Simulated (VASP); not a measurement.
Crystal: AlN.

```xyz
2
Lattice="0.0000 2.1849 2.1849 2.1849 0.0000 2.1849 2.1849 2.1849 0.0000" Properties=species:S:1:pos:R:3 pbc="T T T"
Al    0.0000    0.0000    0.0000
N     3.2773    3.2773    3.2773
```

Base run:

| Property | Result |
| --- | --- |
| Program | VASP 6.6.1 |
| Functional | PBE |
| Potentials or basis | VASP PAW PBE potentials, release 64 (Al, N) |
| Cutoff | 520 eV |
| k mesh | 6 × 6 × 6 |
| Occupations | gaussian, width 0.01 eV |
| Spin | no spin polarisation |

Its results: band gap on the k mesh 3.32 eV, indirect (least direct gap 4.18 eV); pressure 4.3 GPa.

**Question.** The run is repeated on the same cell with these changes: functional from PBE to r2SCAN. What comes out?

**Answer.** Band gap on the k mesh 3.93 eV, indirect (least direct gap 4.88 eV); pressure -0.4 GPa.

r2SCAN gives the wider gap, since meta-GGAs in the generalised Kohn-Sham scheme recover part of the derivative discontinuity.

Caveats: the PAW data sets were made with another functional, which shifts forces and pressure a little (some runs).

A k mesh can miss the band edges.
